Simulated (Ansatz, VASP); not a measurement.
Mg in VASP and in Ansatz

The input INCAR:

```
SYSTEM = Mg
PREC = Accurate
ENCUT = 520
EDIFF = 1E-7
ISMEAR = 0
SIGMA = 0.15
LREAL = .False.
LASPH = .True.
NELM = 80
ALGO = Normal
ISIF = 2
LWAVE = .False.
LCHARG = .False.
GGA = PE
NBANDS = 9
```

The input KPOINTS:

```
Automatic mesh
0
Gamma
  18 18 10
  0 0 0
```

File POSCAR:

```
Mg
1.0
    3.0809006712      0.0000000000      0.0000000000
   -1.5404503356      2.6681382478      0.0000000000
    0.0000000000      0.0000000000      5.2103300000
Mg
2
Direct
    0.3333333333      0.6666666667      0.2500000000
    0.6666666667      0.3333333333      0.7500000000
```

Input for Ansatz:

```yaml
crystal:
  lattice:
    - [3.0809006712, 0.0, 0.0]
    - [-1.5404503356, 2.6681382478, 0.0]
    - [0.0, 0.0, 5.21033]
  atoms:
    - { symbol: Mg, position: [0.3333333333, 0.6666666667, 0.25] }
    - { symbol: Mg, position: [0.6666666667, 0.3333333333, 0.75] }
basis:
  ecutwfc: 420
kpoints:
  mp_grid: { grid: [18, 18, 10] }
hamiltonian:
  xc: pbe
scf:
  occupations: { method: gaussian, width: 0.15 }
output:
  forces: true
  stress: true
  eigenvalues: true
```

Change from the starting cell: strain -0.040 along x and y, +0.000 along z, atoms carried along.

Alike in both runs: task single point; functional PBE; k mesh 18 × 18 × 10; occupations gaussian, width 0.15 eV; no spin polarisation.

|  | VASP | Ansatz |
| --- | --- | --- |
| version | VASP 6.6.1 | Ansatz 0.2.0 |
| potentials or method | VASP PAW PBE potentials, release 64 (Mg), cutoff 520 eV | scalar-relativistic, plane waves, PAW |
| valence electrons in the cell | 4 | 20 |

Ansatz gave:

```
gap on the k mesh at the Fermi level (eV)                     : none
pressure (GPa)                                                : 3.0
traceless stress, the component that is largest in VASP (GPa) : -1.82
```

Which values does VASP return?

gap on the k mesh at the Fermi level (eV): none; pressure (GPa): 2.9; traceless stress, the component that is largest in VASP (GPa): -1.82.

A gap of «none» marks a metal or a gap that the smearing closes. VASP's potentials hold 4 valence electrons a cell and Ansatz's 20, so a difference there can come from the potentials and not from the codes.
